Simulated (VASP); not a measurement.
Here is a VASP 6.6.1 calculation.

The input INCAR:

```
PREC = Accurate
ENCUT = 520
EDIFF = 1E-6
ISMEAR = -1
SIGMA = 0.02
LREAL = False
LASPH = True
NELM = 100
ALGO = Normal
ISIF = 2
LWAVE = False
LCHARG = True
GGA = PE
LELF = True
LVHAR = True
NBANDS = 21
```

Contents of KPOINTS:

```
regular mesh
0
Gamma
  10 10 1
```

Contents of POSCAR:

```
MgO
1.0
    3.0079491112      0.0000000000      0.0000000000
    0.0000000000      3.0079491112      0.0000000000
    0.0000000000      0.0000000000     20.2539000000
Mg O
3 3
Direct
    0.2500000000      0.2500000000      0.3961221553
    0.7500000000      0.7500000000      0.4999999983
    0.2500000000      0.2500000000      0.6038778387
    0.7500000000      0.7500000000      0.3937806600
    0.2500000000      0.2500000000      0.4999999987
    0.7500000000      0.7500000000      0.6062193490
```

Potentials or basis: VASP PAW PBE potentials, release 64 (Mg, O).

Command:

```bash
$ cat potpaw_PBE.64/Mg/POTCAR potpaw_PBE.64/O/POTCAR > POTCAR
$ mpirun -np 1 vasp_std > vasp.out
```

**Question.** Estimate the band gap on the k mesh.

**Answer.** 3.41 eV.

**Question.** Predict the largest force.

**Answer.** 0.028 eV/Å.

Forces on the atoms (eV/Å):
```
Mg   0.000  0.000  0.028
Mg   0.000  0.000  0.000
Mg   0.000  0.000 -0.028
O    0.000  0.000 -0.004
O    0.000  0.000  0.000
O    0.000  0.000  0.004
```
